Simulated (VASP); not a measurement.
# SnO2 (Pnnm) in VASP: notebook

The runs below take SnO2 through single point, with LDA.

Program: VASP 6.6.1. These are calculated values, not measurements. Logs are shortened: lines on timing, memory, paths and dates and some standing lists are left out, and cuts for length are marked.

### Step 1. The cell of the first run

The structure is orthorhombic, space group Pnnm (No. 58). The conventional cell has a = 4.410 Å, b = 4.684 Å, c = 3.164 Å, α = 90.00°, β = 90.00°, γ = 90.00°. Within 2.6 Å of Sn (site symmetry 2/m) lie 6 O at 1.98 to 2.02 Å. Within 2.6 Å of O (site symmetry m) lie 3 Sn at 1.98 to 2.02 Å and 1 O at 2.52 Å.

### Step 2. Single point, LDA (10.89 Å³/atom)

The input, INCAR:

```
ALGO     = Normal         # electronic algorithm
EDIFF    = 1E-6           # SCF threshold, eV
ENCUT    = 520            # plane-wave cutoff, eV
ISIF     = 2              # what is computed and relaxed
ISMEAR   = 0              # smearing method
LASPH    = True           # aspherical terms in the spheres
LCHARG   = False          # write CHGCAR
LREAL    = False          # projectors in reciprocal space
LWAVE    = False          # write WAVECAR
NBANDS   = 35             # bands
NELM     = 60             # most SCF steps
PREC     = Accurate       # precision mode
SIGMA    = 0.05           # smearing width, eV
```

The input, KPOINTS:

```
k-points
0
Gamma
  6 6 10
```

The input, POSCAR:

```
SnO2
1.0
    4.4099363774      0.0000000000      0.0000000000
    0.0000000000      4.6844442451      0.0000000000
    0.0000000000      0.0000000000      3.1643760350
Sn O
2 4
Direct
    0.5000000000      0.5000000000      0.5000000000
    0.0000000000      0.0000000000      0.0000000000
    0.2748524451      0.3345573692      0.0000000000
    0.7748524451      0.1654426308      0.5000000000
    0.2251475549      0.8345573692      0.5000000000
    0.7251475549      0.6654426308      0.0000000000
```

Potentials or basis: VASP PAW LDA potentials, release 64 (Sn_d, O).

Run with:

```console
$ cat potpaw_LDA.64/Sn_d/POTCAR potpaw_LDA.64/O/POTCAR > POTCAR
$ mpirun -np 1 vasp_std > vasp.out
```

OUTCAR:

```text
EDIFF = 1E-6
   ENCUT = 520
   ISIF = 2
   ISMEAR = 0
   LASPH = True
   LREAL = False
   NELM = 60
   PREC = Accurate

 ion  position               nearest neighbor table
   1  0.500  0.500  0.500-   4 1.98   5 1.98   3 2.02   6 2.02   3 2.02   6 2.02   2 3.58   2 3.58
                             2 3.58   2 3.58   2 3.58   2 3.58   2 3.58   2 3.58
   2  0.000  0.000  0.000-   3 1.98   6 1.98   5 2.02   4 2.02   4 2.02   5 2.02   1 3.58   1 3.58
                             1 3.58   1 3.58   1 3.58   1 3.58   1 3.58   1 3.58
   3  0.275  0.335  0.000-   2 1.98   1 2.02   1 2.02
   4  0.775  0.165  0.500-   1 1.98   2 2.02   2 2.02
   5  0.225  0.835  0.500-   1 1.98   2 2.02   2 2.02
   6  0.725  0.665  0.000-   2 1.98   1 2.02   1 2.02

  LATTYP: Found a simple orthorhombic cell.
 ALAT       =     3.1643760350
 B/A-ratio  =     1.3936195726
 C/A-ratio  =     1.4803690185

  Lattice vectors:

 A1 = (   0.0000000000,   0.0000000000,   3.1643760350)
 A2 = (   4.4099363774,   0.0000000000,   0.0000000000)
 A3 = (   0.0000000000,   4.6844442451,   0.0000000000)

Analysis of symmetry for initial positions (statically):
=====================================================================
 Subroutine PRICEL returns:
 Original cell was already a primitive cell.

 Routine SETGRP: Setting up the symmetry group for a
 simple orthorhombic supercell.

 Subroutine GETGRP returns: Found  8 space group operations
 (whereof  4 operations were pure point group operations)
 out of a pool of  8 trial point group operations.

The static configuration has the point symmetry C_2h.
 The point group associated with its full space group is D_2h.

Analysis of symmetry for dynamics (positions and initial velocities):
=====================================================================
 Subroutine PRICEL returns:
 Original cell was already a primitive cell.

 Routine SETGRP: Setting up the symmetry group for a
 simple orthorhombic supercell.

 Subroutine GETGRP returns: Found  8 space group operations
 (whereof  4 operations were pure point group operations)
 out of a pool of  8 trial point group operations.

The dynamic configuration has the point symmetry C_2h.
 The point group associated with its full space group is D_2h.

 Subroutine INISYM returns: Found  8 space group operations
 (whereof  4 operations are pure point group operations),
 and found     1 'primitive' translations

----------------------------------------------------------------------------------------

                                     Primitive cell

  volume of cell :      65.3700

  direct lattice vectors                    reciprocal lattice vectors
     4.409936377  0.000000000  0.000000000     0.226760641  0.000000000  0.000000000
     0.000000000  4.684444245  0.000000000     0.000000000  0.213472495  0.000000000
     0.000000000  0.000000000  3.164376035     0.000000000  0.000000000  0.316018068

  length of vectors
     4.409936377  4.684444245  3.164376035     0.226760641  0.213472495  0.316018068

  position of ions in fractional coordinates (direct lattice)
     0.500000000  0.500000000  0.500000000
     0.000000000  0.000000000  0.000000000
     0.274852445  0.334557369  0.000000000
     0.774852445  0.165442631  0.500000000
     0.225147555  0.834557369  0.500000000
     0.725147555  0.665442631  0.000000000

  ion indices of the primitive-cell ions
   primitive index   ion index
                 1           1
                 2           2
                 3           3
                 4           4
                 5           5
                 6           6

----------------------------------------------------------------------------------------

 KPOINTS: k-points

Automatic generation of k-mesh.
 Grid dimensions read from file:
 generate k-points for:    6    6   10

 Generating k-lattice:

  Cartesian coordinates                     Fractional coordinates (reciprocal lattice)
     0.037793440  0.000000000  0.000000000     0.166666667  0.000000000  0.000000000
     0.000000000  0.035578749  0.000000000     0.000000000  0.166666667  0.000000000
     0.000000000  0.000000000  0.031601807     0.000000000  0.000000000  0.100000000

  Length of vectors
     0.037793440  0.035578749  0.031601807

  Shift w.r.t. Gamma in fractional coordinates (k-lattice)
     0.000000000  0.000000000  0.000000000

 Subroutine IBZKPT returns following result:
 ===========================================

 Found     96 irreducible k-points:

 Following reciprocal coordinates:
            Coordinates               Weight
  0.000000  0.000000  0.000000      1.000000
  0.166667  0.000000  0.000000      2.000000
  0.333333  0.000000  0.000000      2.000000
  0.500000  0.000000  0.000000      1.000000
  0.000000  0.166667  0.000000      2.000000
  0.166667  0.166667  0.000000      4.000000
[... 16 lines left out ...]
  0.333333  0.166667  0.100000      8.000000
  0.500000  0.166667  0.100000      4.000000
 [... further k-points ...]
   k-points           NKPTS =     96   k-points in BZ     NKDIM =     96   number of bands    NBANDS=     35
   number of dos      NEDOS =    301   number of ions     NIONS =      6
   total plane-waves  NPLWV =  31104
   dimension x,y,z NGX =    36 NGY =   36 NGZ =   24
   dimension x,y,z NGXF=    72 NGYF=   72 NGZF=   48
   ions per type =               2   4
   NGX,Y,Z   is equivalent  to a cutoff of  13.57, 12.78, 12.61 a.u.
   NGXF,Y,Z  is equivalent  to a cutoff of  27.14, 25.55, 25.22 a.u.
 SYSTEM =  unknown system
   PREC   = accura    normal or accurate (medium, high low for compatibility)
   ISTART =      0    job   : 0-new  1-cont  2-samecut
   ICHARG =      2    charge: 1-file 2-atom 10-const
   ISPIN  =      1    spin polarized calculation?
   LNONCOLLINEAR =      F non collinear calculations
   LSORBIT =      F    spin-orbit coupling
   LASPH  =      T    aspherical Exc in radial PAW
   ENCUT  =  520.0 eV  38.22 Ry    6.18 a.u.   8.20  8.71  5.88*2*pi/ulx,y,z
   NELM   =     60;   NELMIN=  2; NELMDL= -5     # of ELM steps
   EDIFF  = 0.1E-05   stopping-criterion for ELM
   LREAL  =      F    real-space projection
   EDIFFG = 0.1E-04   stopping-criterion for IOM
   NSW    =      0    number of steps for IOM
   IBRION =     -1    ionic relax: 0-MD 1-quasi-New 2-CG
   NFREE  =      0    steps in history (QN), initial steepest desc. (CG)
   ISIF   =      2    stress and relaxation
   ISYM   =      2    0-nonsym 1-usesym 2-fastsym
   POTIM  = 0.5000    time-step for ionic-motion
   TEBEG  =    0.0;   TEEND  =   0.0 temperature during run
   PSTRESS=    0.0 pullay stress
   NELECT =      52.0000    total number of electrons
   NUPDOWN=      -1.0000    fix difference up-down
   EMIN   =  10.00;   EMAX   =-10.00  energy-range for DOS
   EFERMI =   0.00;   METHOD = LEGACY
   ISMEAR =     0;   SIGMA  =   0.05  broadening in eV -4-tet -1-fermi 0-gaus
   EFERMI_NEDOS =   21; number of points for ismear=-14 and -15
   IALGO  =     38    algorithm
   IMIX   =      4    mixing-type and parameters
     AMIX     =   0.40;   BMIX     =  1.00
     AMIX_MAG =   1.60;   BMIX_MAG =  1.00
  volume/ion in A,a.u.               =      10.89        73.52
  Fermi-wavevector in a.u.,A,eV,Ry     =   1.516875  2.866478 31.305776  2.300910
  Thomas-Fermi vector in A             =   2.626206
   LORBIT       =      0    0 simple, 1 ext, 2 COOP (PROOUT), +10 PAW based schemes
   GGA     = CA    functional components
   LHFCALC =     F    Hartree Fock is set to
   AEXX    =    0.0000 exact exchange contribution
   IVDW    =     0    specifies the selected vdW correction
   LEPSILON=     F    determine dielectric tensor
   LRPA    =     F    only Hartree local field effects (RPA)
 non-spin polarized calculation
 Gauss-broadening in eV      SIGMA  =   0.05
  energy-cutoff  :      520.00
  volume of cell :       65.37
 maximum number of plane-waves:      1804
 NGX is ok and might be reduce to    36
   NGX = 17   NGY = 17   NGZ = 11

 number of electron      51.9999986 magnetization

 Free energy of the ion-electron system (eV)
  ---------------------------------------------------
  ext. energy  EPLUGINS =         0.00000000
  ---------------------------------------------------
  free energy    TOTEN  =       -41.89386116 eV

  energy without entropy =      -41.89386116  energy(sigma->0) =      -41.89386116

 E-fermi :   6.9674     XC(G=0): -12.3147

 val. band max:        6.6837598815   @ k =   0.1667   0.0000   0.0000
 cond. band min:       9.0661576056   @ k =   0.0000   0.0000   0.0000
 fundamental gap:      2.3823977241
 Fermi energy:         6.9673760100

 k-point     1 :       0.0000    0.0000    0.0000
  band No.  band energies     occupation
      1     -14.1498      2.00000
      2     -13.1776      2.00000
      3     -12.8318      2.00000
      4     -12.8038      2.00000
      5     -12.7883      2.00000
      6     -12.7781      2.00000
[... 27 lines left out ...]
     34      19.9919      0.00000
     35      20.2682      0.00000

 k-point     2 :       0.1667    0.0000    0.0000
  band No.  band energies     occupation
      1     -14.0972      2.00000
      2     -13.2126      2.00000
      3     -12.8809      2.00000
      4     -12.8065      2.00000
      5     -12.7849      2.00000
      6     -12.7756      2.00000
[... 27 lines left out ...]
     34      19.9999      0.00000
     35      20.3933      0.00000

 k-point     3 :       0.3333    0.0000    0.0000
  band No.  band energies     occupation
      1     -13.9428      2.00000
      2     -13.4164      2.00000
      3     -12.8830      2.00000
      4     -12.8173      2.00000
      5     -12.7772      2.00000
      6     -12.7711      2.00000
[... 27 lines left out ...]
     34      20.2597      0.00000
     35      20.6430      0.00000
[... 723 lines left out ...]
 k-point    23 :       0.3333    0.1667    0.1000
  band No.  band energies     occupation
      1     -13.8980      2.00000
      2     -13.4730      2.00000
      3     -12.9728      2.00000
      4     -12.9197      2.00000
      5     -12.7604      2.00000
      6     -12.7192      2.00000
[... 27 lines left out ...]
     34      19.8632      0.00000
     35      20.3044      0.00000

 k-point    24 :       0.5000    0.1667    0.1000
  band No.  band energies     occupation
      1     -13.7116      2.00000
      2     -13.7116      2.00000
      3     -12.9434      2.00000
      4     -12.9434      2.00000
      5     -12.7356      2.00000
      6     -12.7356      2.00000
[... 27 lines left out ...]
     34      19.7787      0.00000
     35      20.5041      0.00000

 [... further k-points ...]

------------------------ aborting loop because EDIFF is reached ----------------------------------------

  FORCE on cell =-STRESS in cart. coord.  units (eV):
  Direction    XX          YY          ZZ          XY          YZ          ZX
  --------------------------------------------------------------------------------------
  -------------------------------------------------------------------------------------
  Total        8.6972946      7.9127577      6.9764512      0.0000000      0.0000000      0.0000000
  in kB      213.1651871    193.9366841    170.9884040      0.0000000      0.0000000      0.0000000
  external PRESSURE =     192.6967584 kB  Pullay stress =       0.0000000 kB

 VOLUME and BASIS-vectors are now :
 -----------------------------------------------------------------------------
  energy-cutoff  :      520.00
  volume of cell :       65.37
      direct lattice vectors                 reciprocal lattice vectors
     4.409936377  0.000000000  0.000000000     0.226760641  0.000000000  0.000000000
     0.000000000  4.684444245  0.000000000     0.000000000  0.213472495  0.000000000
     0.000000000  0.000000000  3.164376035     0.000000000  0.000000000  0.316018068

 POSITION                                       TOTAL-FORCE (eV/Angst)
 -----------------------------------------------------------------------------------
      2.20497      2.34222      1.58219         0.000000      0.000000      0.000000
      0.00000      0.00000      0.00000         0.000000      0.000000      0.000000
      1.21208      1.56722      0.00000        -0.024100      0.004230      0.000000
      3.41705      0.77501      1.58219        -0.024100     -0.004230     -0.000000
      0.99289      3.90944      1.58219         0.024100      0.004230      0.000000
      3.19785      3.11723      0.00000         0.024100     -0.004230      0.000000
 -----------------------------------------------------------------------------------
    total drift:                                0.000000      0.000000     -0.000000

  FREE ENERGIE OF THE ION-ELECTRON SYSTEM (eV)
  ---------------------------------------------------
  free  energy   TOTEN  =       -41.8938611638 eV

  energy  without entropy=      -41.8938611638  energy(sigma->0) =      -41.89386116
```

It took 80 s on 1 thread of Intel Xeon 6975P-C (Granite Rapids), shared host; peak memory 0.27 GiB.

What came out:

| Property | Result |
| --- | --- |
| Free energy | -41.8939 eV |
| Pressure | 19.3 GPa |
| Largest force | 0.024 eV/Å |
| Band gap on the k mesh | 2.38 eV (least direct gap 2.39 eV) |

Forces in eV/Å, atoms in the order of the input:
```
Sn   0.000  0.000  0.000
Sn   0.000  0.000  0.000
O   -0.024  0.004  0.000
O   -0.024 -0.004  0.000
O    0.024  0.004  0.000
O    0.024 -0.004  0.000
```

Caveat: the cell stands under pressure; spin-orbit coupling is left out, which moves the levels of the heavy elements.

(Part 1 of 2 ends here.)
